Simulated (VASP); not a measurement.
# GaN: elastic constants with LDA

The system is GaN.

```
CELL_PARAMETERS angstrom
0.00000 2.22066 2.22066
2.22066 0.00000 2.22066
2.22066 2.22066 0.00000
ATOMIC_POSITIONS crystal
Ga 0.00000 0.00000 0.00000
N 0.25000 0.25000 0.25000
```

```yaml
Program: VASP 6.6.1
Task: elastic constants
Functional: LDA
Potentials_or_basis: VASP PAW LDA potentials, release 64 (Ga_d, N)
Cutoff: 600 eV
k_mesh: 10 × 10 × 10
Occupations: gaussian, width 0.01 eV
Spin: no spin polarisation
Dipole_correction: no
Ions_in_elastic_constants: relaxed
Further_INCAR_settings: ALGO = Normal; EDIFF = 1e-08; NBANDS = 16; IBRION = 6; POTIM = 0.015; NSW = 1; ISIF = 3
```

```yaml
Elastic_constants_C11_C12_C44: 295, 168, 162 GPa
Voigt_bulk_modulus: 210 GPa
Highest_phonon_frequency_at_Γ_LO-TO_splitting_left_out: 565 cm⁻¹
```

Phonon frequencies in cm⁻¹ (negative: imaginary):
| q point | frequencies |
| --- | --- |
| (0.000, 0.000, 0.000) | 0 0 0 565 565 565 |

Elastic tensor in Voigt notation (GPa, in the Cartesian axes of the cell as first typed):
```
295 168 168   0   0   0
168 295 168   0   0   0
168 168 295   0   0   0
  0   0   0 162   0   0
  0   0   0   0 162   0
  0   0   0   0   0 162
```

Clamped-ion elastic tensor (GPa):
```
295 168 168   0   0   0
168 295 168   0   0   0
168 168 295   0   0   0
  0   0   0 216   0   0
  0   0   0   0 216   0
  0   0   0   0   0 216
```

It took 9.6 min on 1 thread of Intel(R) Xeon(R) Platinum 8488C (Sapphire Rapids) (shared host), peak memory 0.33 GiB.

Caveat: the cell is under stress, which shifts elastic constants.
